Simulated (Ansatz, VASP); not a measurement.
One calculation of GaAs, two programs

The input INCAR:

```
SYSTEM = GaAs
PREC = Accurate ; ENCUT = 520
EDIFF = 1E-7 ; ISMEAR = -1
SIGMA = 0.02 ; LREAL = .False.
LASPH = .True. ; NELM = 60
ALGO = Normal ; ISIF = 2
LWAVE = .False. ; LCHARG = .False.
LDIPOL = .True. ; IDIPOL = 3
DIPOL = 0.5 0.5 0.500 ; GGA = CA
NBANDS = 36
```

File KPOINTS:

```
Automatic mesh
0
Gamma
  7 5 1
  0 0 0
```

Contents of POSCAR:

```
GaAs
1.0
    3.9619516307      0.0000000000      0.0000000000
    0.0000000000      5.6030457296      0.0000000000
    0.0000000000      0.0000000000     19.9620000000
Ga As
3 3
Direct
    0.2500000000      0.1250000000      0.4007626583
    0.7500000000      0.6250000000      0.5000000000
    0.2500000000      0.1250000000      0.5992373417
    0.7500000000      0.8750000000      0.4007626583
    0.2500000000      0.3750000000      0.5000000000
    0.7500000000      0.8750000000      0.5992373417
```

Input for Ansatz:

```yaml
crystal:
  lattice:
    - [3.9619516307, 0.0, 0.0]
    - [0.0, 5.6030457296, 0.0]
    - [0.0, 0.0, 19.962]
  atoms:
    - { symbol: Ga, position: [0.25, 0.125, 0.4007626583] }
    - { symbol: As, position: [0.75, 0.875, 0.4007626583] }
    - { symbol: Ga, position: [0.75, 0.625, 0.5] }
    - { symbol: As, position: [0.25, 0.375, 0.5] }
    - { symbol: Ga, position: [0.25, 0.125, 0.5992373417] }
    - { symbol: As, position: [0.75, 0.875, 0.5992373417] }
kpoints:
  mp_grid: { grid: [7, 5, 1] }
scf:
  occupations: { method: fermi_dirac, width: 0.02 }
hamiltonian:
  xc: lda
  pseudopotentials: { kind: all_electron, lapw: { basis_error: 0.001 } }
output:
  forces: true
  stress: true
  eigenvalues: true
  populations: true
  dos: { projected: true, de: 0.2, e_range: [-14, 8] }
efield:
  axis: 3
  amplitude: 0
  dipole_correction: true
```

Alike in both runs: task single point; functional LDA; k mesh 7 × 5 × 1; occupations fermi-dirac, width 0.02 eV; no spin polarisation.

```csv
,VASP,Ansatz
version,VASP 6.6.1,Ansatz 0.2.0
potentials or method,"VASP PAW LDA potentials, release 64 (Ga_d, As), cutoff 520 eV","all-electron LAPW, scalar-relativistic"
```

|  | VASP | Ansatz | Ansatz less VASP |
| --- | --- | --- | --- |
| rms of the force components (eV/Å) | 0.627 | 0.636 | +0.0096 |

LDA's correlation is that of Perdew and Zunger in VASP and of Perdew and Wang (1992) in Ansatz. Ansatz ran all-electron here, and VASP with PAW potentials.
